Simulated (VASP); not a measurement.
Wanted: the native input for a VASP 6.6.1 run.

```
Task                   : single point
Functional             : PBE
Potentials or basis    : VASP PAW PBE potentials, release 64 (Mg, H)
Cutoff                 : 520 eV
k mesh                 : 6 × 6 × 4
Occupations            : gaussian, width 0.1 eV
Spin                   : no spin polarisation
Dipole correction      : no
Further INCAR settings : ALGO = Normal; EDIFF = 1e-06; NBANDS = 12
```

The structure of Mg2H3 lies in POSCAR:

```
Mg2H3
1.0
    3.2980411700      0.0000000000      0.0000000000
   -1.6490205900      2.8561874400      0.0000000000
    0.0000000000      0.0000000000      5.3631746100
Mg H
2 3
Direct
    0.0000000000      0.0000000000      0.2929961200
    0.0000000000      0.0000000000      0.7070038800
    0.5000000000      0.0000000000      0.5000000000
    0.0000000000      0.5000000000      0.5000000000
    0.5000000000      0.5000000000      0.5000000000
```

One way to write it, as run:

INCAR

```
PREC     = Accurate       # precision mode
ENCUT    = 520            # plane-wave cutoff, eV
EDIFF    = 1E-6           # SCF threshold, eV
ISMEAR   = 0              # smearing method
SIGMA    = 0.1            # smearing width, eV
LREAL    = F              # projectors in reciprocal space
LASPH    = T              # aspherical terms in the spheres
NELM     = 100            # most SCF steps
ALGO     = Normal         # electronic algorithm
ISIF     = 2              # what is computed and relaxed
LWAVE    = F              # write WAVECAR
LCHARG   = F              # write CHGCAR
GGA      = PE             # functional
NBANDS   = 12             # bands
```

KPOINTS

```
regular mesh
0
Gamma
  6 6 4
```

Potentials or basis: VASP PAW PBE potentials, release 64 (Mg, H).

The run is started by

```bash
$ cat potpaw_PBE.64/Mg/POTCAR potpaw_PBE.64/H/POTCAR > POTCAR
$ mpirun -np 1 vasp_std > vasp.out
```

Results of the run:

| Property | Result |
| --- | --- |
| Pressure | 16.9 GPa |
| Largest force | 3.748 eV/Å |

Caveat: the k points lie up to 0.37 Å⁻¹ apart; forces of over 1 eV/Å act on the atoms, so gaps and moduli don't describe the material at rest.

Wall time 14 s on 1 thread of Intel(R) Xeon(R) Platinum 8259CL CPU @ 2.50GHz (Skylake/Cascade Lake), with other jobs on the host, peak memory 0.17 GiB.
